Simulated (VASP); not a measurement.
Here is a VASP 6.6.1 calculation.

Contents of INCAR:

```
ALGO     = Normal         # electronic algorithm
DIPOL    = 0.5 0.5 0.500
EDIFF    = 1E-6           # SCF threshold, eV
ENCUT    = 520            # plane-wave cutoff, eV
GGA      = PE             # functional
IDIPOL   = 3            
ISIF     = 2              # what is computed and relaxed
ISMEAR   = 0              # smearing method
ISPIN    = 2              # spin polarisation
IVDW     = 12             # dispersion correction
LASPH    = True           # aspherical terms in the spheres
LCHARG   = True           # write CHGCAR
LDIPOL   = True         
LELF     = True           # ELF
LMAXMIX  = 4              # l up to which the mixer works
LORBIT   = 11             # projections on sites
LREAL    = False          # projectors in reciprocal space
LVACPOTAV= True         
LVHAR    = True         
LWAVE    = False          # write WAVECAR
MAGMOM   = 0 0 0 0 1 1    # initial moments
NBANDS   = 39             # bands
NELM     = 150            # most SCF steps
PREC     = Accurate       # precision mode
SIGMA    = 0.05           # smearing width, eV
```

KPOINTS

```
k-points
0
Gamma
  9 9 1
```

File POSCAR:

```
MoS2
1.0
    3.1841260834      0.0000000000      0.0000000000
   -1.5920630417      2.7575340771      0.0000000000
    0.0000000000      0.0000000000     40.4372503152
S Mo
4 2
Direct
    0.3333333333      0.6666666667      0.2471911808
    0.3333333333      0.6666666667      0.3242206293
    0.3333333333      0.6666666667      0.6757793552
    0.3333333333      0.6666666667      0.7528088348
    0.0000000000      0.0000000000      0.2857058307
    0.0000000000      0.0000000000      0.7142941691
```

Potentials or basis: VASP PAW PBE potentials, release 64 (S, Mo_sv).

Command:

```bash
$ cat potpaw_PBE.64/S/POTCAR potpaw_PBE.64/Mo_sv/POTCAR > POTCAR
$ mpirun -np 1 vasp_std > vasp.out
```

Estimate the dispersion energy per atom.

-0.314 eV.

Predict the largest force.

0.012 eV/Å.

Estimate the band gap on the k mesh.

1.64 eV (least direct gap 1.67 eV).

What does it give for the net moment?

0.00 μB per cell.

Forces in eV/Å, atoms in the order of the input:
```
S    0.000  0.000  0.012
S    0.000  0.000 -0.012
S    0.000  0.000  0.012
S    0.000  0.000 -0.012
Mo   0.000  0.000  0.001
Mo   0.000  0.000 -0.001
```
